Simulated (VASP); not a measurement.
BP, 2 atoms in the cell. Symmetry: Fm-3m, No. 225, cubic system. Conventional cell: a = 4.311 Å, b = 4.311 Å, c = 4.311 Å, α = 90.00°, β = 90.00°, γ = 90.00°. Within 2.9 Å of B (site symmetry m-3m) lie 6 P at 2.16 Å. P (site symmetry m-3m) has 6 B at 2.16 Å within 2.9 Å. 

```yaml
Program: VASP 6.6.1
Task: single point
Functional: HSE06
Potentials_or_basis: VASP PAW PBE potentials, release 64 (B, P)
Cutoff: 520 eV
k_mesh: 5 × 5 × 5
Occupations: fermi-dirac, width 0.02 eV
Spin: no spin polarisation
Dipole_correction: no
Grid_for_exact_exchange_PRECFOCK: Normal
Further_INCAR_settings: ALGO = Normal; EDIFF = 1e-06; NBANDS = 11
Screening_parameter: 0.2079 1/Å
```

Potentials or basis: VASP PAW PBE potentials, release 64 (B, P).

Command:

```sh
$ cat potpaw_PBE.64/B/POTCAR potpaw_PBE.64/P/POTCAR > POTCAR
$ cp INCAR.step1 INCAR
$ mpirun -np 1 vasp_std > vasp.out
$ cp INCAR.step2 INCAR
$ mpirun -np 1 vasp_std > vasp.out
```

Hardware: 1 thread of Intel(R) Xeon(R) Platinum 8488C (Sapphire Rapids) (shared host).

Problem. How long does it take, and how much memory?

Solution. It took 93 s on 1 thread of Intel(R) Xeon(R) Platinum 8488C (Sapphire Rapids), on a shared host, peak memory 0.23 GiB. Counts: k points 10.
